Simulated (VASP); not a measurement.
# Ti (P6_3/mmc) in VASP: settings compared, part 2 of 2

VASP 6.6.1. Earlier steps stand in the parts before.

### 3 Single point, PBE+D3(BJ)

This run uses another cell than the first one, of 16.67 Å³/atom, 1.010 times its volume.

INCAR reads:

```
PREC = Accurate
ENCUT = 520
EDIFF = 1E-6
ISMEAR = -1
SIGMA = 0.05
LREAL = False
LASPH = True
NELM = 80
ALGO = Normal
ISIF = 2
LWAVE = False
LCHARG = False
GGA = PE
IVDW = 12
NBANDS = 19
```

KPOINTS reads:

```
regular mesh
0
Gamma
  10 10 6
```

POSCAR reads:

```
Ti
1.0
    2.8997065950      0.0000000000      0.0000000000
   -1.4498532975      2.5112195748      0.0000000000
    0.0000000000      0.0000000000      4.5772979744
Ti
2
Direct
    0.6666666667      0.3333333333      0.7500000000
    0.3333333333      0.6666666667      0.2500000000
```

Potentials or basis: VASP PAW PBE potentials, release 64 (Ti_sv).

Command:

```sh
$ cat potpaw_PBE.64/Ti_sv/POTCAR > POTCAR
$ mpirun -np 1 vasp_std > vasp.out
```

OUTCAR:

```text
PREC = Accurate
   ENCUT = 520
   EDIFF = 1E-6
   ISMEAR = -1
   LREAL = False
   LASPH = True
   NELM = 80
   ISIF = 2
   GGA = PE
   IVDW = 12
 IVDW          = 12

 ion  position               nearest neighbor table
   1  0.667  0.333  0.750-   2 2.84   2 2.84   2 2.84   2 2.84   2 2.84   2 2.84
   2  0.333  0.667  0.250-   1 2.84   1 2.84   1 2.84   1 2.84   1 2.84   1 2.84

  LATTYP: Found a hexagonal cell.
 ALAT       =     2.8997065950
 C/A-ratio  =     1.5785383191

  Lattice vectors:

 A1 = (   2.8997065950,   0.0000000000,   0.0000000000)
 A2 = (  -1.4498532975,   2.5112195748,   0.0000000000)
 A3 = (   0.0000000000,   0.0000000000,   4.5772979744)

Analysis of symmetry for initial positions (statically):
=====================================================================
 Subroutine PRICEL returns:
 Original cell was already a primitive cell.

 Routine SETGRP: Setting up the symmetry group for a
 hexagonal supercell.

 Subroutine GETGRP returns: Found 24 space group operations
 (whereof 12 operations were pure point group operations)
 out of a pool of 24 trial point group operations.

The static configuration has the point symmetry D_3d.
 The point group associated with its full space group is D_6h.

Analysis of symmetry for dynamics (positions and initial velocities):
=====================================================================
 Subroutine PRICEL returns:
 Original cell was already a primitive cell.

 Routine SETGRP: Setting up the symmetry group for a
 hexagonal supercell.

 Subroutine GETGRP returns: Found 24 space group operations
 (whereof 12 operations were pure point group operations)
 out of a pool of 24 trial point group operations.

The dynamic configuration has the point symmetry D_3d.
 The point group associated with its full space group is D_6h.

 Subroutine INISYM returns: Found 24 space group operations
 (whereof 12 operations are pure point group operations),
 and found     1 'primitive' translations

----------------------------------------------------------------------------------------

                                     Primitive cell

  volume of cell :      33.3310

  direct lattice vectors                    reciprocal lattice vectors
     2.899706595  0.000000000  0.000000000     0.344862477  0.199106444  0.000000000
    -1.449853298  2.511219575  0.000000000     0.000000000  0.398212888  0.000000000
     0.000000000  0.000000000  4.577297974     0.000000000  0.000000000  0.218469500

  length of vectors
     2.899706595  2.899706595  4.577297974     0.398212888  0.398212888  0.218469500

  position of ions in fractional coordinates (direct lattice)
     0.666666667  0.333333333  0.750000000
     0.333333333  0.666666667  0.250000000

  ion indices of the primitive-cell ions
   primitive index   ion index
                 1           1
                 2           2

----------------------------------------------------------------------------------------

 KPOINTS: regular mesh

Automatic generation of k-mesh.
 Grid dimensions read from file:
 generate k-points for:   10   10    6

 Generating k-lattice:

  Cartesian coordinates                     Fractional coordinates (reciprocal lattice)
     0.034486248  0.019910644  0.000000000     0.100000000  0.000000000  0.000000000
     0.000000000  0.039821289  0.000000000     0.000000000  0.100000000  0.000000000
     0.000000000  0.000000000  0.036411583     0.000000000  0.000000000  0.166666667

  Length of vectors
     0.039821289  0.039821289  0.036411583

  Shift w.r.t. Gamma in fractional coordinates (k-lattice)
     0.000000000  0.000000000  0.000000000

 Subroutine IBZKPT returns following result:
 ===========================================

 Found     56 irreducible k-points:

 Following reciprocal coordinates:
            Coordinates               Weight
  0.000000  0.000000  0.000000      1.000000
  0.100000  0.000000  0.000000      6.000000
  0.200000  0.000000  0.000000      6.000000
  0.300000  0.000000  0.000000      6.000000
  0.400000  0.000000  0.000000      6.000000
  0.500000  0.000000  0.000000      3.000000
[... 16 lines left out ...]
  0.300000  0.100000  0.166667     24.000000
  0.400000  0.100000  0.166667     24.000000
 [... further k-points ...]
   k-points           NKPTS =     56   k-points in BZ     NKDIM =     56   number of bands    NBANDS=     19
   number of dos      NEDOS =    301   number of ions     NIONS =      2
   total plane-waves  NPLWV =  20736
   dimension x,y,z NGX =    24 NGY =   24 NGZ =   36
   dimension x,y,z NGXF=    48 NGYF=   48 NGZF=   72
   ions per type =               2
   NGX,Y,Z   is equivalent  to a cutoff of  13.76, 13.76, 13.08 a.u.
   NGXF,Y,Z  is equivalent  to a cutoff of  27.52, 27.52, 26.15 a.u.
 SYSTEM =  unknown system
   PREC   = accura    normal or accurate (medium, high low for compatibility)
   ISTART =      0    job   : 0-new  1-cont  2-samecut
   ICHARG =      2    charge: 1-file 2-atom 10-const
   ISPIN  =      1    spin polarized calculation?
   LNONCOLLINEAR =      F non collinear calculations
   LSORBIT =      F    spin-orbit coupling
   LASPH  =      T    aspherical Exc in radial PAW
   ENCUT  =  520.0 eV  38.22 Ry    6.18 a.u.   5.39  5.39  8.51*2*pi/ulx,y,z
   NELM   =     80;   NELMIN=  2; NELMDL= -5     # of ELM steps
   EDIFF  = 0.1E-05   stopping-criterion for ELM
   LREAL  =      F    real-space projection
   EDIFFG = 0.1E-04   stopping-criterion for IOM
   NSW    =      0    number of steps for IOM
   IBRION =     -1    ionic relax: 0-MD 1-quasi-New 2-CG
   NFREE  =      0    steps in history (QN), initial steepest desc. (CG)
   ISIF   =      2    stress and relaxation
   ISYM   =      2    0-nonsym 1-usesym 2-fastsym
   POTIM  = 0.5000    time-step for ionic-motion
   TEBEG  =    0.0;   TEEND  =   0.0 temperature during run
   PSTRESS=    0.0 pullay stress
   NELECT =      24.0000    total number of electrons
   NUPDOWN=      -1.0000    fix difference up-down
   EMIN   =  10.00;   EMAX   =-10.00  energy-range for DOS
   EFERMI =   0.00;   METHOD = LEGACY
   ISMEAR =    -1;   SIGMA  =   0.05  broadening in eV -4-tet -1-fermi 0-gaus
   EFERMI_NEDOS =   21; number of points for ismear=-14 and -15
   IALGO  =     38    algorithm
   IMIX   =      4    mixing-type and parameters
     AMIX     =   0.40;   BMIX     =  1.00
     AMIX_MAG =   1.60;   BMIX_MAG =  1.00
  volume/ion in A,a.u.               =      16.67       112.46
  Fermi-wavevector in a.u.,A,eV,Ry     =   1.467335  2.772861 29.294322  2.153072
  Thomas-Fermi vector in A             =   2.582965
   LORBIT       =      0    0 simple, 1 ext, 2 COOP (PROOUT), +10 PAW based schemes
   GGA     = PE    functional components
   LHFCALC =     F    Hartree Fock is set to
   AEXX    =    0.0000 exact exchange contribution
   IVDW    =    12    specifies the selected vdW correction
   LEPSILON=     F    determine dielectric tensor
   LRPA    =     F    only Hartree local field effects (RPA)
 non-spin polarized calculation
  energy-cutoff  :      520.00
  volume of cell :       33.33
 maximum number of plane-waves:       929
 NGX is ok and might be reduce to    24
   NGX = 11   NGY = 11   NGZ = 17

 number of electron      23.9999998 magnetization

 Free energy of the ion-electron system (eV)
  ---------------------------------------------------
  ext. energy  EPLUGINS =         0.00000000
  ---------------------------------------------------
  free energy    TOTEN  =       -15.65803077 eV

  energy without entropy =      -15.63907129  energy(sigma->0) =      -15.64855103

 E-fermi :   8.7742     XC(G=0): -11.6933

 val. band max:        8.7555646194   @ k =   0.3000   0.2000   0.5000
 cond. band min:       8.8054733142   @ k =   0.1000   0.0000   0.1667
 fundamental gap:      0.0499086948
 Fermi energy:         8.7741870619

 k-point     1 :       0.0000    0.0000    0.0000
  band No.  band energies     occupation
      1     -48.0118      2.00000
      2     -47.8483      2.00000
      3     -24.6529      2.00000
      4     -23.9211      2.00000
      5     -23.9211      2.00000
      6     -23.8391      2.00000
[... 11 lines left out ...]
     18      10.4615      0.00000
     19      12.0931      0.00000
[... 485 lines left out ...]
 k-point    24 :       0.4000    0.1000    0.1667
  band No.  band energies     occupation
      1     -47.8699      2.00000
      2     -47.8236      2.00000
      3     -24.4809      2.00000
      4     -24.3493      2.00000
      5     -24.2272      2.00000
      6     -24.0884      2.00000
[... 11 lines left out ...]
     18      12.3785      0.00000
     19      13.1408      0.00000

 [... further k-points ...]

------------------------ aborting loop because EDIFF is reached ----------------------------------------

 Edisp (eV)   -1.25626

 E8    (eV) :    -0.5965

  FORCE on cell =-STRESS in cart. coord.  units (eV):
  Direction    XX          YY          ZZ          XY          YZ          ZX
  --------------------------------------------------------------------------------------
  -------------------------------------------------------------------------------------
  Total      -0.30134    -0.30134    -0.30059    -0.00000     0.00000    -0.00000
  in kB     -14.48504   -14.48504   -14.44888    -0.00000     0.00000    -0.00000
  external pressure =      -14.47 kB  Pullay stress =        0.00 kB

 VOLUME and BASIS-vectors are now :
 -----------------------------------------------------------------------------
  energy-cutoff  :      520.00
  volume of cell :       33.33
      direct lattice vectors                 reciprocal lattice vectors
     2.899706595  0.000000000  0.000000000     0.344862477  0.199106444  0.000000000
    -1.449853298  2.511219575  0.000000000     0.000000000  0.398212888  0.000000000
     0.000000000  0.000000000  4.577297974     0.000000000  0.000000000  0.218469500

 POSITION                                       TOTAL-FORCE (eV/Angst)
 -----------------------------------------------------------------------------------
      1.44985      0.83707      3.43297        -0.000000      0.000000      0.000000
     -0.00000      1.67415      1.14432         0.000000     -0.000000      0.000000
 -----------------------------------------------------------------------------------
    total drift:                               -0.000000      0.000000     -0.000000

  FREE ENERGIE OF THE ION-ELECTRON SYSTEM (eV)
  ---------------------------------------------------
  free  energy   TOTEN  =       -16.9142916389 eV

  energy  without entropy=      -16.8953321593  energy(sigma->0) =      -16.90481190
```

OSZICAR:

```text
N       E                     dE             d eps       ncg     rms          rms(c)
DAV:   1     0.262633193377E+03    0.26263E+03   -0.12994E+04  2128   0.159E+03
DAV:   2     0.127702303342E+02   -0.24986E+03   -0.24543E+03  2182   0.440E+02
DAV:   3    -0.164156436409E+02   -0.29186E+02   -0.28837E+02  3950   0.124E+02
DAV:   4    -0.175461299529E+02   -0.11305E+01   -0.11296E+01  2450   0.258E+01
DAV:   5    -0.176016385419E+02   -0.55509E-01   -0.55502E-01  3090   0.403E+00    0.123E+01
DAV:   6    -0.156492457802E+02    0.19524E+01   -0.69077E+00  2457   0.269E+01    0.322E+00
DAV:   7    -0.156350609218E+02    0.14185E-01   -0.70441E-01  3191   0.632E+00    0.210E+00
DAV:   8    -0.156662127972E+02   -0.31152E-01   -0.21580E-01  2316   0.530E+00    0.759E-01
DAV:   9    -0.156575834716E+02    0.86293E-02   -0.46877E-02  2397   0.226E+00    0.752E-02
DAV:  10    -0.156580119490E+02   -0.42848E-03   -0.33972E-03  3032   0.352E-01    0.808E-02
DAV:  11    -0.156580437029E+02   -0.31754E-04   -0.11401E-04  2667   0.820E-02    0.378E-02
DAV:  12    -0.156580300206E+02    0.13682E-04   -0.41134E-05  2388   0.556E-02    0.185E-03
DAV:  13    -0.156580307666E+02   -0.74597E-06   -0.87776E-07  1543   0.910E-03
   1 F= -.16914292E+02 E0= -.16904812E+02  d E =-.189595E-01
```

stdout:

```text
POSCAR found type information on POSCAR Ti
 POSCAR found :  1 types and       2 ions
 scaLAPACK will be used
 LDA part: xc-table for (Slater+PW92), standard interpolation
 POSCAR, INCAR and KPOINTS ok, starting setup
 FFT: planning ... GRIDC
 FFT: planning ... GRID_SOFT
 FFT: planning ... GRID
 WAVECAR not read
 entering main loop
```

It took 12 s on 1 thread of Intel Xeon 6975P-C (Granite Rapids), shared host; peak memory 0.18 GiB.

Results:

| Quantity | Value |
| --- | --- |
| Free energy | -16.9143 eV |
| Pressure | -1.4 GPa |
| Band gap on the k mesh | zero (band 12 reaches 9.57 eV, above the bottom of band 13 at 8.57 eV) |
| Dispersion energy per atom | -0.628 eV |

Levels at points of the mesh, in eV from the Fermi level:
```
           k point  band 10  band 11  band 12  band 13  band 14  band 15
(0.00, 0.00, 0.00)    -2.78     0.80     0.80     0.93     0.95     1.34
(0.50, 0.00, 0.00)    -2.27    -1.94    -0.59     0.48     0.69     1.26
(0.00, 0.00, 0.50)    -4.38     0.10     0.10     0.70     0.70     0.70
(0.50, 0.00, 0.50)    -2.65    -0.85    -0.85     1.45     1.45     1.81
```

Caveat: three body term missing; pairwise dispersion overbinds metals, which lowers pressure and volume.

### 4 Single point, PBE+D4

This run uses another cell than the first one, of 17.11 Å³/atom, 1.037 times its volume.

INCAR reads:

```
PREC = Accurate ; ENCUT = 520
EDIFF = 1E-7 ; ISMEAR = -1
SIGMA = 0.05 ; LREAL = F
LASPH = T ; NELM = 80
ALGO = Normal ; ISIF = 2
LWAVE = F ; LCHARG = F
GGA = PE ; IVDW = 13
NBANDS = 19
```

KPOINTS is that of step 3.

POSCAR reads:

```
Ti
1.0
    2.9244608048      0.0000000000      0.0000000000
   -1.4622304024      2.5326573493      0.0000000000
    0.0000000000      0.0000000000      4.6202017943
Ti
2
Direct
    0.6666666667      0.3333333333      0.7500000000
    0.3333333333      0.6666666667      0.2500000000
```

Potentials or basis: VASP PAW PBE potentials, release 64 (Ti_sv).

Command:

```sh
$ cat potpaw_PBE.64/Ti_sv/POTCAR > POTCAR
$ mpirun -np 1 vasp_std > vasp.out
```

OUTCAR:

```text
PREC = Accurate
   ENCUT = 520
   EDIFF = 1E-7
   ISMEAR = -1
   LREAL = F
   LASPH = T
   NELM = 80
   ISIF = 2
   GGA = PE
   IVDW = 13

 ion  position               nearest neighbor table
   1  0.667  0.333  0.750-   2 2.86   2 2.86   2 2.86   2 2.86   2 2.86   2 2.86
   2  0.333  0.667  0.250-   1 2.86   1 2.86   1 2.86   1 2.86   1 2.86   1 2.86

  LATTYP: Found a hexagonal cell.
 ALAT       =     2.9244608048
 C/A-ratio  =     1.5798473984

  Lattice vectors:

 A1 = (   2.9244608048,   0.0000000000,   0.0000000000)
 A2 = (  -1.4622304024,   2.5326573493,   0.0000000000)
 A3 = (   0.0000000000,   0.0000000000,   4.6202017943)

Analysis of symmetry for initial positions (statically):
=====================================================================
 Subroutine PRICEL returns:
 Original cell was already a primitive cell.

 Routine SETGRP: Setting up the symmetry group for a
 hexagonal supercell.

 Subroutine GETGRP returns: Found 24 space group operations
 (whereof 12 operations were pure point group operations)
 out of a pool of 24 trial point group operations.

The static configuration has the point symmetry D_3d.
[... 162 lines left out ...]

 E-fermi :   8.4874     XC(G=0): -11.5682

 val. band max:        8.4635053411   @ k =   0.3000   0.2000   0.5000
 cond. band min:       8.4883460911   @ k =   0.1000   0.0000   0.1667
 fundamental gap:      0.0248407500
 Fermi energy:         8.4873887089

 k-point     1 :       0.0000    0.0000    0.0000
  band No.  band energies     occupation
      1     -48.3408      2.00000
      2     -48.1942      2.00000
      3     -24.9488      2.00000
      4     -24.2741      2.00000
      5     -24.2741      2.00000
      6     -24.2021      2.00000
[... 505 lines left out ...]
      6     -24.4281      2.00000
[... 11 lines left out ...]
     18      11.9761      0.00000
     19      12.7092      0.00000

 [... further k-points ...]

------------------------ aborting loop because EDIFF is reached ----------------------------------------

  DFT-D4 for vdW energy calculation

  Edisp (eV):   -0.40939

  FORCE on cell =-STRESS in cart. coord.  units (eV):
  Direction    XX          YY          ZZ          XY          YZ          ZX
  --------------------------------------------------------------------------------------
  -------------------------------------------------------------------------------------
  Total      -0.05785    -0.05785    -0.06618     0.00000     0.00000     0.00000
  in kB      -2.70850    -2.70850    -3.09872     0.00000     0.00000     0.00000
  external pressure =       -2.84 kB  Pullay stress =        0.00 kB

 VOLUME and BASIS-vectors are now :
 -----------------------------------------------------------------------------
  energy-cutoff  :      520.00
  volume of cell :       34.22
      direct lattice vectors                 reciprocal lattice vectors
     2.924460805  0.000000000  0.000000000     0.341943376  0.197421100  0.000000000
    -1.462230402  2.532657349  0.000000000     0.000000000  0.394842200  0.000000000
     0.000000000  0.000000000  4.620201794     0.000000000  0.000000000  0.216440763

 POSITION                                       TOTAL-FORCE (eV/Angst)
 -----------------------------------------------------------------------------------
      1.46223      0.84422      3.46515        -0.000000      0.000000      0.000000
     -0.00000      1.68844      1.15505         0.000000     -0.000000      0.000000
 -----------------------------------------------------------------------------------
    total drift:                               -0.000000      0.000000     -0.000000

  FREE ENERGIE OF THE ION-ELECTRON SYSTEM (eV)
  ---------------------------------------------------
  free  energy   TOTEN  =       -16.0854663259 eV

  energy  without entropy=      -16.0660768958  energy(sigma->0) =      -16.07577161
```

Wall time 14 s (1 thread of Intel Xeon 6975P-C (Granite Rapids), shared host); peak memory 0.17 GiB.

Results:

```
Free energy                : -16.0855 eV
Pressure                   : -0.3 GPa
Band gap on the k mesh     : zero (band 12 reaches 9.28 eV, above the bottom of band 13 at 8.27 eV)
Dispersion energy per atom : -0.205 eV
```

Caveat: pairwise dispersion overbinds metals, which lowers pressure and volume.

### 5 Overview

```csv
level,cell,gap on the mesh (eV),pressure (GPa)
PBE+D3(BJ),"a = 2.890, b = 2.890, c = 4.563 Å, angles 90.0, 90.0, 120.0°, 2 atoms",none,-0.6
PBE+D3(BJ),"a = 2.900, b = 2.900, c = 4.577 Å, angles 90.0, 90.0, 120.0°, 2 atoms",none,-1.4
PBE+D4,"a = 2.924, b = 2.924, c = 4.620 Å, angles 90.0, 90.0, 120.0°, 2 atoms",none,-0.3
```

Alike in all rows: task single point; potentials or basis VASP PAW PBE potentials, release 64 (Ti_sv); no spin polarisation; k mesh 10 × 10 × 6; cutoff (eV) 520; smearing fermi-dirac 0.05 eV.

Caveats: pairwise dispersion overbinds metals, which lowers pressure and volume; three body term missing (some runs).

Absolute energies hang on the potentials; compare differences alone.
